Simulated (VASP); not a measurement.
**VCrC2: single point with PBE**

The system is VCrC2.

```
V Cr C
1.0
     1.46063    0.84330    4.73939
    -1.46063    0.84330    4.73939
     0.00000   -1.68659    4.73939
V Cr C
1 1 2
Direct
  0.00000 0.00000 0.00000
  0.50000 0.50000 0.50000
  0.75124 0.75124 0.75124
  0.24876 0.24876 0.24876
```

| Item | Value |
| --- | --- |
| Program | VASP 6.6.1 |
| Task | single point |
| Functional | PBE |
| Potentials or basis | VASP PAW PBE potentials, release 64 (V_sv, Cr_pv, C) |
| Cutoff | 520 eV |
| k mesh | 6 × 6 × 6 |
| Occupations | gaussian, width 0.1 eV |
| Spin | collinear spin, ferromagnetic start |
| Starting moments | [2.0, 3.0, 0.0, 0.0] μB |

The pressure is -1.2 GPa, the largest force is 0.065 eV/Å and the net moment is 0.66 μB per cell. The site moments are V -0.03; Cr +0.78; C -0.03 μB and the valence electrons inside the program's atomic spheres are V 11.77; Cr 11.10; C 2.42.

Forces in eV/Å, atoms in the order of the input:
```
V    0.000  0.000  0.000
Cr   0.000  0.000  0.000
C    0.000  0.000  0.065
C    0.000  0.000 -0.065
```

Stress tensor (GPa, compression positive):
```
-0.86  0.00  0.00
 0.00 -0.86  0.00
 0.00  0.00 -1.95
```

Levels at points of the mesh, in eV from the Fermi level:
Spin up:
| k point | band 14 | band 15 | band 16 | band 17 | band 18 | band 19 | band 20 | band 21 |
| --- | --- | --- | --- | --- | --- | --- | --- | --- |
| (0.00, 0.00, 0.00) | -1.64 | -1.57 | -0.60 | -0.60 | 0.64 | 0.64 | 0.99 | 0.99 |
| (0.50, 0.00, 0.00) | -3.69 | -3.44 | -0.81 | -0.03 | 0.01 | 0.90 | 1.34 | 2.18 |
| (0.50, 0.50, 0.00) | -3.63 | -1.22 | -1.13 | -0.06 | 0.22 | 0.40 | 0.99 | 1.43 |
| (0.50, 0.50, 0.50) | -3.20 | -3.20 | -1.02 | -1.02 | -0.01 | -0.01 | 0.88 | 1.67 |
Spin down:
```csv
k point,band 12,band 13,band 14,band 15,band 16,band 17,band 18,band 19,band 20,band 21
"(0.00, 0.00, 0.00)",-4.56,-1.18,-1.18,-1.11,-0.33,-0.33,0.90,0.90,0.92,0.92
"(0.50, 0.00, 0.00)",-4.64,-4.42,-3.48,-3.47,-0.18,-0.10,0.92,1.29,1.69,2.12
"(0.50, 0.50, 0.00)",-4.56,-4.48,-3.33,-1.26,-1.18,0.55,0.87,0.88,1.42,1.48
"(0.50, 0.50, 0.50)",-3.37,-3.37,-3.23,-3.23,-0.30,-0.30,-0.07,-0.07,1.41,1.57
```

Wall time 7.2 min on 1 thread of AMD EPYC 7R13, on a shared host, peak memory 0.28 GiB.

Caveat: the k points lie up to 0.42 Å⁻¹ apart; an empty level that is flat over the whole mesh can mark a ghost state of the potentials, or a narrow d or f band.
